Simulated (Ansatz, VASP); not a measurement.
# ScGaS in VASP and in Ansatz

File INCAR:

```
ALGO     = Normal         # electronic algorithm
EDIFF    = 1E-6           # SCF threshold, eV
ENCUT    = 520            # plane-wave cutoff, eV
GGA      = PE             # functional
ISIF     = 2              # what is computed and relaxed
ISMEAR   = 0              # smearing method
LASPH    = T              # aspherical terms in the spheres
LCHARG   = F              # write CHGCAR
LREAL    = F              # projectors in reciprocal space
LWAVE    = F              # write WAVECAR
NBANDS   = 22             # bands
NELM     = 100            # most SCF steps
PREC     = Accurate       # precision mode
SIGMA    = 0.1            # smearing width, eV
```

File KPOINTS:

```
k-points
0
Gamma
  6 6 4
```

Contents of POSCAR:

```
ScGaS
1.0
    3.5069621700      0.0000000000      0.0000000000
    0.0000000000      3.5069621700      0.0000000000
    0.0000000000      0.0000000000      4.9707813900
Sc Ga S
1 1 1
Direct
    0.5000000000      0.5000000000      0.5000000000
    0.5000000000      0.5000000000      0.0000000000
    0.0000000000      0.0000000000      0.0000000000
```

Input for Ansatz:

```yaml
crystal:
  lattice:
    - [3.50696217, 0.0, 0.0]
    - [0.0, 3.50696217, 0.0]
    - [0.0, 0.0, 4.97078139]
  atoms:
    - { symbol: Sc, position: [0.5, 0.5, 0.5] }
    - { symbol: Ga, position: [0.5, 0.5, 0.0] }
    - { symbol: S, position: [0.0, 0.0, 0.0] }
basis:
  ecutwfc: 420
kpoints:
  mp_grid: { grid: [6, 6, 4] }
hamiltonian:
  xc: pbe
scf:
  occupations: { method: gaussian, width: 0.1 }
  lower_state_search: "off"
output:
  forces: true
  stress: true
  eigenvalues: true
```

Alike in both runs: task single point; functional PBE; k mesh 6 × 6 × 4; occupations gaussian, width 0.1 eV; no spin polarisation.

|  | VASP | Ansatz |
| --- | --- | --- |
| version | VASP 6.6.1 | Ansatz 0.2.0 |
| potentials or method | VASP PAW PBE potentials, release 64 (Sc_sv, Ga_d, S), cutoff 520 eV | scalar-relativistic, plane waves, PAW |
| valence electrons in the cell | 30 | 30 |

VASP gave:

* gap on the k mesh at the Fermi level (eV): none
* pressure (GPa): 10.9
* traceless stress, the component that is largest in VASP (GPa): 8.23

Question: Estimate Ansatz's values.

Answer: gap on the k mesh at the Fermi level (eV): none; pressure (GPa): 10.8; traceless stress, the component that is largest in VASP (GPa): 8.11.

A gap of «none» marks a metal or a gap that the smearing closes.
